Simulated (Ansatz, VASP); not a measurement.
## SnGe2 in VASP and in Ansatz

```xyz
6
Lattice="4.0392 0.0000 0.0000 -2.0196 3.4981 0.0000 0.0000 0.0000 9.9992" Properties=species:S:1:pos:R:3 pbc="T T T"
Sn    0.0000    2.3320   -0.0180
Sn    2.0196    1.1660    4.9816
Ge    2.0196    1.1660    1.8783
Ge    0.0000    0.0000    3.1392
Ge    0.0000    2.3320    6.8779
Ge    0.0000    0.0000    8.1388
```

Alike in both runs: functional PBE; k mesh 6 × 6 × 2; occupations gaussian, width 0.1 eV; no spin polarisation.

Ansatz relaxed the structure, and its values are those at the end. VASP's run is a single point on that final structure, the one shown.

|  | VASP | Ansatz |
| --- | --- | --- |
| version | VASP 6.6.1 | Ansatz 0.2.0 |
| potentials or method | VASP PAW PBE potentials, release 64 (Sn_d, Ge_d), cutoff 520 eV | scalar-relativistic, plane waves, PAW |
| valence electrons in the cell | 84 | 84 |

Ansatz gave:

| Item | Value |
| --- | --- |
| gap on the k mesh at the Fermi level (eV) | none |
| pressure (GPa) | 0.1 |
| rms of the force components (eV/Å) | 0.011 |

Task: Estimate VASP's values.

Result: gap on the k mesh at the Fermi level (eV): none; pressure (GPa): 0.0; rms of the force components (eV/Å): 0.010.

A gap of «none» marks a metal or a gap that the smearing closes. With one functional, cell and mesh, what is left measures potentials, basis and numerics.
